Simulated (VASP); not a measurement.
# In2GeO6 (Fm-3m) in VASP: notebook

The runs below take In2GeO6 through single point, relaxation of cell and atoms, with PBE.

Everything below comes from runs of VASP 6.6.1. Logs are shortened: lines on timing, memory, paths and dates and some standing lists are left out, and cuts for length are marked.

## Step 1: The cell of the first run

Symmetry: Fm-3m, No. 225, cubic system. Conventional cell: a = 7.388 Å, b = 7.388 Å, c = 7.388 Å, α = 90.00°, β = 90.00°, γ = 90.00°. In (site symmetry -43m) has 12 O at 2.61 Å and 4 Ge at 3.20 Å within 3.4 Å. Within 2.4 Å of Ge (site symmetry m-3m) lie 6 O at 1.85 Å. O (site symmetry 4mm) has 1 Ge at 1.85 Å within 2.4 Å.

The cell was built from a structure type or drawn by symmetry, and may not be a known phase.

## Step 2: Single point, PBE

The input, INCAR:

```
  ALGO = Normal
  EDIFF = 1E-6
  ENCUT = 520
  GGA = PE
  ISIF = 2
  ISMEAR = 0
  LASPH = T
  LCHARG = F
  LREAL = F
  LWAVE = F
  NBANDS = 48
  NELM = 60
  PREC = Accurate
  SIGMA = 0.1
```

The input, KPOINTS:

```
k-points
0
Gamma
  4 4 4
```

The input, POSCAR:

```
In2GeO6
1.0
    0.0000000000      3.6942157038      3.6942157038
    3.6942157038      0.0000000000      3.6942157038
    3.6942157038      3.6942157038      0.0000000000
In Ge O
2 1 6
Direct
    0.2500000000      0.2500000000      0.2500000000
    0.7500000000      0.7500000000      0.7500000000
    0.0000000000      0.0000000000      0.0000000000
    0.7502405136      0.2497594864      0.2497594864
    0.2497594864      0.7502405136      0.2497594864
    0.2497594864      0.7502405136      0.7502405136
    0.7502405136      0.2497594864      0.7502405136
    0.2497594864      0.2497594864      0.7502405136
    0.7502405136      0.7502405136      0.2497594864
```

Potentials or basis: VASP PAW PBE potentials, release 64 (In_d, Ge_d, O).

Started as:

```console
$ cat potpaw_PBE.64/In_d/POTCAR potpaw_PBE.64/Ge_d/POTCAR potpaw_PBE.64/O/POTCAR > POTCAR
$ mpirun -np 1 vasp_std > vasp.out
```

OUTCAR:

```text
EDIFF = 1E-6
   ENCUT = 520
   GGA = PE
   ISIF = 2
   ISMEAR = 0
   LASPH = T
   LREAL = F
   NELM = 60
   PREC = Accurate

 ion  position               nearest neighbor table
   1  0.250  0.250  0.250-   4 2.61   7 2.61   9 2.61   5 2.61   6 2.61   9 2.61   6 2.61   7 2.61
                             8 2.61   4 2.61   5 2.61   8 2.61   3 3.20   3 3.20   3 3.20   3 3.20
   2  0.750  0.750  0.750-   6 2.61   7 2.61   9 2.61   4 2.61   5 2.61   9 2.61   4 2.61   7 2.61
                             8 2.61   5 2.61   6 2.61   8 2.61   3 3.20   3 3.20   3 3.20   3 3.20
   3  0.000  0.000  0.000-   4 1.85   5 1.85   6 1.85   7 1.85   8 1.85   9 1.85   2 3.20   2 3.20
                             1 3.20   2 3.20   2 3.20   1 3.20   1 3.20   1 3.20
   4  0.750  0.250  0.250-   3 1.85   2 2.61   1 2.61   2 2.61   1 2.61
   5  0.250  0.750  0.250-   3 1.85   2 2.61   1 2.61   2 2.61   1 2.61
   6  0.250  0.750  0.750-   3 1.85   2 2.61   2 2.61   1 2.61   1 2.61
   7  0.750  0.250  0.750-   3 1.85   2 2.61   2 2.61   1 2.61   1 2.61
   8  0.250  0.250  0.750-   3 1.85   2 2.61   1 2.61   2 2.61   1 2.61
   9  0.750  0.750  0.250-   3 1.85   2 2.61   2 2.61   1 2.61   1 2.61

  LATTYP: Found a face centered cubic cell.
 ALAT       =     7.3884314076

  Lattice vectors:

 A1 = (   0.0000000000,   3.6942157038,   3.6942157038)
 A2 = (   3.6942157038,   0.0000000000,   3.6942157038)
 A3 = (   3.6942157038,   3.6942157038,   0.0000000000)

Analysis of symmetry for initial positions (statically):
=====================================================================
 Subroutine PRICEL returns:
 Original cell was already a primitive cell.

 Routine SETGRP: Setting up the symmetry group for a
 face centered cubic supercell.

 Subroutine GETGRP returns: Found 48 space group operations
 (whereof 48 operations were pure point group operations)
 out of a pool of 48 trial point group operations.

The static configuration has the point symmetry O_h .

Analysis of symmetry for dynamics (positions and initial velocities):
=====================================================================
 Subroutine PRICEL returns:
 Original cell was already a primitive cell.

 Routine SETGRP: Setting up the symmetry group for a
 face centered cubic supercell.

 Subroutine GETGRP returns: Found 48 space group operations
 (whereof 48 operations were pure point group operations)
 out of a pool of 48 trial point group operations.

The dynamic configuration has the point symmetry O_h .

 Subroutine INISYM returns: Found 48 space group operations
 (whereof 48 operations are pure point group operations),
 and found     1 'primitive' translations

----------------------------------------------------------------------------------------

                                     Primitive cell

  volume of cell :     100.8316

  direct lattice vectors                    reciprocal lattice vectors
     0.000000000  3.694215704  3.694215704    -0.135346726  0.135346726  0.135346726
     3.694215704  0.000000000  3.694215704     0.135346726 -0.135346726  0.135346726
     3.694215704  3.694215704  0.000000000     0.135346726  0.135346726 -0.135346726

  length of vectors
     5.224409951  5.224409951  5.224409951     0.234427406  0.234427406  0.234427406

  position of ions in fractional coordinates (direct lattice)
     0.250000000  0.250000000  0.250000000
     0.750000000  0.750000000  0.750000000
     0.000000000  0.000000000  0.000000000
     0.750240514  0.249759486  0.249759486
     0.249759486  0.750240514  0.249759486
     0.249759486  0.750240514  0.750240514
     0.750240514  0.249759486  0.750240514
     0.249759486  0.249759486  0.750240514
     0.750240514  0.750240514  0.249759486

  ion indices of the primitive-cell ions
   primitive index   ion index
                 1           1
                 2           2
                 3           3
                 4           4
                 5           5
                 6           6
                 7           7
                 8           8
                 9           9

----------------------------------------------------------------------------------------

 KPOINTS: k-points

Automatic generation of k-mesh.
 Grid dimensions read from file:
 generate k-points for:    4    4    4

 Generating k-lattice:

  Cartesian coordinates                     Fractional coordinates (reciprocal lattice)
    -0.033836681  0.033836681  0.033836681     0.250000000  0.000000000  0.000000000
     0.033836681 -0.033836681  0.033836681     0.000000000  0.250000000  0.000000000
     0.033836681  0.033836681 -0.033836681     0.000000000  0.000000000  0.250000000

  Length of vectors
     0.058606851  0.058606851  0.058606851

  Shift w.r.t. Gamma in fractional coordinates (k-lattice)
     0.000000000  0.000000000  0.000000000

 Subroutine IBZKPT returns following result:
 ===========================================

 Found      8 irreducible k-points:

 Following reciprocal coordinates:
            Coordinates               Weight
  0.000000  0.000000  0.000000      1.000000
  0.250000  0.000000  0.000000      8.000000
  0.500000  0.000000  0.000000      4.000000
  0.250000  0.250000  0.000000      6.000000
  0.500000  0.250000  0.000000     24.000000
 -0.250000  0.250000  0.000000     12.000000
  0.500000  0.500000  0.000000      3.000000
 -0.250000  0.500000  0.250000      6.000000
   k-points           NKPTS =      8   k-points in BZ     NKDIM =      8   number of bands    NBANDS=     48
   number of dos      NEDOS =    301   number of ions     NIONS =      9
   total plane-waves  NPLWV =  64000
   dimension x,y,z NGX =    40 NGY =   40 NGZ =   40
   dimension x,y,z NGXF=    80 NGYF=   80 NGZF=   80
   ions per type =               2   1   6
   NGX,Y,Z   is equivalent  to a cutoff of  12.73, 12.73, 12.73 a.u.
   NGXF,Y,Z  is equivalent  to a cutoff of  25.46, 25.46, 25.46 a.u.
 SYSTEM =  unknown system
   PREC   = accura    normal or accurate (medium, high low for compatibility)
   ISTART =      0    job   : 0-new  1-cont  2-samecut
   ICHARG =      2    charge: 1-file 2-atom 10-const
   ISPIN  =      1    spin polarized calculation?
   LNONCOLLINEAR =      F non collinear calculations
   LSORBIT =      F    spin-orbit coupling
   LASPH  =      T    aspherical Exc in radial PAW
   ENCUT  =  520.0 eV  38.22 Ry    6.18 a.u.   9.71  9.71  9.71*2*pi/ulx,y,z
   NELM   =     60;   NELMIN=  2; NELMDL= -5     # of ELM steps
   EDIFF  = 0.1E-05   stopping-criterion for ELM
   LREAL  =      F    real-space projection
   EDIFFG = 0.1E-04   stopping-criterion for IOM
   NSW    =      0    number of steps for IOM
   IBRION =     -1    ionic relax: 0-MD 1-quasi-New 2-CG
   NFREE  =      0    steps in history (QN), initial steepest desc. (CG)
   ISIF   =      2    stress and relaxation
   ISYM   =      2    0-nonsym 1-usesym 2-fastsym
   POTIM  = 0.5000    time-step for ionic-motion
   TEBEG  =    0.0;   TEEND  =   0.0 temperature during run
   PSTRESS=    0.0 pullay stress
   NELECT =      76.0000    total number of electrons
   NUPDOWN=      -1.0000    fix difference up-down
   EMIN   =  10.00;   EMAX   =-10.00  energy-range for DOS
   EFERMI =   0.00;   METHOD = LEGACY
   ISMEAR =     0;   SIGMA  =   0.10  broadening in eV -4-tet -1-fermi 0-gaus
   EFERMI_NEDOS =   21; number of points for ismear=-14 and -15
   IALGO  =     38    algorithm
   IMIX   =      4    mixing-type and parameters
     AMIX     =   0.40;   BMIX     =  1.00
     AMIX_MAG =   1.60;   BMIX_MAG =  1.00
  volume/ion in A,a.u.               =      11.20        75.61
  Fermi-wavevector in a.u.,A,eV,Ry     =   1.489866  2.815438 30.200848  2.219700
  Thomas-Fermi vector in A             =   2.602720
   LORBIT       =      0    0 simple, 1 ext, 2 COOP (PROOUT), +10 PAW based schemes
   GGA     = PE    functional components
   LHFCALC =     F    Hartree Fock is set to
   AEXX    =    0.0000 exact exchange contribution
   IVDW    =     0    specifies the selected vdW correction
   LEPSILON=     F    determine dielectric tensor
   LRPA    =     F    only Hartree local field effects (RPA)
 non-spin polarized calculation
 Gauss-broadening in eV      SIGMA  =   0.10
  energy-cutoff  :      520.00
  volume of cell :      100.83
 maximum number of plane-waves:      2733
 NGX is ok and might be reduce to    40
   NGX = 19   NGY = 19   NGZ = 19

 number of electron      76.0000002 magnetization

 Free energy of the ion-electron system (eV)
  ---------------------------------------------------
  ext. energy  EPLUGINS =         0.00000000
  ---------------------------------------------------
  free energy    TOTEN  =       -44.01116904 eV

  energy without entropy =      -43.96121687  energy(sigma->0) =      -43.98619295

 E-fermi :   5.5077     XC(G=0): -11.6648

 val. band max:        5.5042615830   @ k =   0.0000   0.0000   0.0000
 cond. band min:       5.5111367504   @ k =   0.2500   0.0000   0.0000
 fundamental gap:      0.0068751674
 Fermi energy:         5.5076850165

 k-point     1 :       0.0000    0.0000    0.0000
  band No.  band energies     occupation
      1     -17.6219      2.00000
      2     -17.6219      2.00000
      3     -17.2624      2.00000
      4     -17.2624      2.00000
      5     -17.2624      2.00000
      6     -13.7734      2.00000
[... 40 lines left out ...]
     47      16.2138      0.00000
     48      16.2160      0.00000

 k-point     2 :       0.2500    0.0000    0.0000
  band No.  band energies     occupation
      1     -17.6232      2.00000
      2     -17.6232      2.00000
      3     -17.2624      2.00000
      4     -17.2623      2.00000
      5     -17.2623      2.00000
      6     -13.5811      2.00000
[... 298 lines left out ...]
 k-point     8 :      -0.2500    0.5000    0.2500
  band No.  band energies     occupation
      1     -17.6286      2.00000
      2     -17.6224      2.00000
      3     -17.2623      2.00000
      4     -17.2623      2.00000
      5     -17.2617      2.00000
      6     -13.1636      2.00000
[... 40 lines left out ...]
     47      13.9022      0.00000
     48      13.9681      0.00000

------------------------ aborting loop because EDIFF is reached ----------------------------------------

  FORCE on cell =-STRESS in cart. coord.  units (eV):
  Direction    XX          YY          ZZ          XY          YZ          ZX
  --------------------------------------------------------------------------------------
  -------------------------------------------------------------------------------------
  Total        0.0626193      0.0626193      0.0626193      0.0000000      0.0000000     -0.0000000
  in kB        0.9949973      0.9949973      0.9949973      0.0000000      0.0000000     -0.0000000
  external PRESSURE =       0.9949973 kB  Pullay stress =       0.0000000 kB

 VOLUME and BASIS-vectors are now :
 -----------------------------------------------------------------------------
  energy-cutoff  :      520.00
  volume of cell :      100.83
      direct lattice vectors                 reciprocal lattice vectors
     0.000000000  3.694215704  3.694215704    -0.135346726  0.135346726  0.135346726
     3.694215704  0.000000000  3.694215704     0.135346726 -0.135346726  0.135346726
     3.694215704  3.694215704  0.000000000     0.135346726  0.135346726 -0.135346726

 POSITION                                       TOTAL-FORCE (eV/Angst)
 -----------------------------------------------------------------------------------
      1.84711      1.84711      1.84711         0.000000     -0.000000     -0.000000
      5.54132      5.54132      5.54132         0.000000      0.000000      0.000000
      0.00000      0.00000      0.00000        -0.000000     -0.000000      0.000000
      1.84533      3.69422      3.69422         0.031352     -0.000000      0.000000
      3.69422      1.84533      3.69422        -0.000000      0.031352      0.000000
      5.54310      3.69422      3.69422        -0.031352     -0.000000      0.000000
      3.69422      5.54310      3.69422        -0.000000     -0.031352      0.000000
      3.69422      3.69422      1.84533        -0.000000     -0.000000      0.031352
      3.69422      3.69422      5.54310        -0.000000     -0.000000     -0.031352
 -----------------------------------------------------------------------------------
    total drift:                                0.000000      0.000000      0.000000

  FREE ENERGIE OF THE ION-ELECTRON SYSTEM (eV)
  ---------------------------------------------------
  free  energy   TOTEN  =       -44.0111690396 eV

  energy  without entropy=      -43.9612168667  energy(sigma->0) =      -43.98619295
```

Run time: 64 s. Hardware: 1 thread of Intel Xeon Platinum 8375C at 2.90GHz (Ice Lake), shared host; peak memory 0.24 GiB.

What came out:

| Item | Value |
| --- | --- |
| Free energy | -44.0112 eV |
| Pressure | 0.1 GPa |
| Largest force | 0.031 eV/Å |
| Band gap on the k mesh | zero (bands 38 and 39 overlap by 0.37 eV) |

Forces on the atoms (eV/Å):
```
In   0.000  0.000  0.000
In   0.000  0.000  0.000
Ge   0.000  0.000  0.000
O    0.031  0.000  0.000
O    0.000  0.031  0.000
O   -0.031  0.000  0.000
O    0.000 -0.031  0.000
O    0.000  0.000  0.031
O    0.000  0.000 -0.031
```

Caveat: the k points lie up to 0.37 Å⁻¹ apart; spin-orbit coupling is left out, which moves the levels of the heavy elements.

## Step 3: Single point, PBE

This run uses another cell than the first one, of 12.59 Å³/atom.

The input, INCAR:

```
SYSTEM = In2GeO6
PREC     = Accurate       ! precision mode
ENCUT    = 520            ! plane-wave cutoff, eV
EDIFF    = 1E-6           ! SCF threshold, eV
ISMEAR   = 0              ! smearing method
SIGMA    = 0.1            ! smearing width, eV
LREAL    = .FALSE.        ! projectors in reciprocal space
LASPH    = .TRUE.         ! aspherical terms in the spheres
NELM     = 80             ! most SCF steps
ALGO     = Normal         ! electronic algorithm
ISIF     = 2              ! what is computed and relaxed
LWAVE    = .FALSE.        ! write WAVECAR
LCHARG   = .FALSE.        ! write CHGCAR
GGA      = PE             ! functional
NBANDS   = 48             ! bands
```

The input, KPOINTS:

```
Automatic mesh
0
G
  4 4 4
  0 0 0
```

The input, POSCAR:

```
In2GeO6
1.0
    0.0000000000      3.8408584400      3.8408584400
    3.8408584400      0.0000000000      3.8408584400
    3.8408584400      3.8408584400      0.0000000000
In Ge O
2 1 6
Direct
    0.2500000000      0.2500000000      0.2500000000
    0.7500000000      0.7500000000      0.7500000000
    0.0000000000      0.0000000000      0.0000000000
    0.7650000000      0.2350000000      0.2350000000
    0.2350000000      0.7650000000      0.2350000000
    0.2350000000      0.7650000000      0.7650000000
    0.7650000000      0.2350000000      0.7650000000
    0.2350000000      0.2350000000      0.7650000000
    0.7650000000      0.7650000000      0.2350000000
```

Potentials or basis: VASP PAW PBE potentials, release 64 (In_d, Ge_d, O).

Started as:

```console
$ cat potpaw_PBE.64/In_d/POTCAR potpaw_PBE.64/Ge_d/POTCAR potpaw_PBE.64/O/POTCAR > POTCAR
$ mpirun -np 1 vasp_std > vasp.out
```

It took 74 s on 1 thread of Intel Xeon Platinum 8375C at 2.90GHz (Ice Lake), shared host; peak memory 0.24 GiB.

The run converged. Its results:

```yaml
Free_energy: -43.2139 eV
Pressure: -2.6 GPa
Largest_force: 1.933 eV/Å
Band_gap_on_the_k_mesh: zero (bands 38 and 39 overlap by 0.30 eV)
```

Forces on the atoms (eV/Å):
```
In   0.000  0.000  0.000
In   0.000  0.000  0.000
Ge   0.000  0.000  0.000
O    1.933  0.000  0.000
O    0.000  1.933  0.000
O   -1.933  0.000  0.000
O    0.000 -1.933  0.000
O    0.000  0.000  1.933
O    0.000  0.000 -1.933
```

Levels at points of the mesh, in eV from the Fermi level:
```tsv
k point	band 36	band 37	band 38	band 39	band 40	band 41
(0.00, 0.00, 0.00)	-0.59	-0.09	-0.09	0.21	0.21	0.21
(0.50, 0.00, 0.00)	-0.48	-0.16	0.04	0.04	1.35	1.81
(0.50, 0.50, 0.00)	-0.56	-0.56	-0.11	0.24	2.01	2.42
```

Caveat: spin-orbit coupling is left out, which moves the levels of the heavy elements; forces of over 1 eV/Å act on the atoms, so gaps and moduli don't describe the material at rest.

[end of part 1 of 2]
